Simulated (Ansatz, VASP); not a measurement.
BiTe: VASP beside Ansatz

```
Bi Te
1.0
     2.37325    1.37020    3.24957
    -2.37325    1.37020    3.24957
     0.00000   -2.74039    3.24957
Bi Te
1 1
Cartesian
  0.0000 0.0000 4.8744
  0.0000 0.0000 0.0000
```

Change from the starting cell: volume scaled by 0.94.

Alike in both runs: task single point; functional PBEsol; k mesh 7 × 7 × 7; occupations fermi-dirac, width 0.05 eV; no spin polarisation.

|  | VASP | Ansatz |
| --- | --- | --- |
| version | VASP 6.6.1 | Ansatz 0.2.0 |
| potentials or method | VASP PAW PBE potentials, release 64 (Bi_d, Te), cutoff 520 eV | all-electron LAPW, scalar-relativistic |

|  | VASP | Ansatz | Ansatz less VASP |
| --- | --- | --- | --- |
| gap on the k mesh at the Fermi level (eV) | none | none | - |
| pressure (GPa) | 0.8 | 0.9 | +0.03 |
| traceless stress, the component that is largest in VASP (GPa) | -0.57 | -0.57 | -0.001 |

VASP's potentials were made for PBE, not for PBEsol. A gap of «none» marks a metal or a gap that the smearing closes. Ansatz ran all-electron here, and VASP with PAW potentials.

Neither program's run includes spin-orbit coupling.
